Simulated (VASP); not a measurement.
Input of a VASP 6.6.1 run:

File INCAR:

```
PREC = Accurate
ENCUT = 520
EDIFF = 1E-8
ISMEAR = -1
SIGMA = 0.08
LREAL = F
LASPH = T
NELM = 120
ALGO = Normal
ISIF = 2
LWAVE = F
LCHARG = F
GGA = CA
LEFG = T
NBANDS = 16
GGA_COMPAT = F
```

The input KPOINTS:

```
Automatic mesh
0
Gamma
  11 11 11
```

The input POSCAR:

```
Mg2Sn
1.0
    0.0000000000      3.3568181085      3.3568181085
    3.3568181085      0.0000000000      3.3568181085
    3.3568181085      3.3568181085      0.0000000000
Mg Sn
2 1
Direct
    0.2500000000      0.2500000000      0.2500000000
    0.7500000000      0.7500000000      0.7500000000
    0.0000000000      0.0000000000      0.0000000000
```

Potentials or basis: VASP PAW LDA potentials, release 64 (Mg, Sn_d).

The run is started by

```sh
$ cat potpaw_LDA.64/Mg/POTCAR potpaw_LDA.64/Sn_d/POTCAR > POTCAR
$ mpirun -np 1 vasp_std > vasp.out
```

**Question.** What does it give for the pressure?

**Answer.** -1.3 GPa.

**Question.** What does it give for the band gap on the k mesh?

**Answer.** Zero (bands 9 and 10 overlap by 0.13 eV).

Caveat: spin-orbit coupling is left out, which moves the levels of the heavy elements.
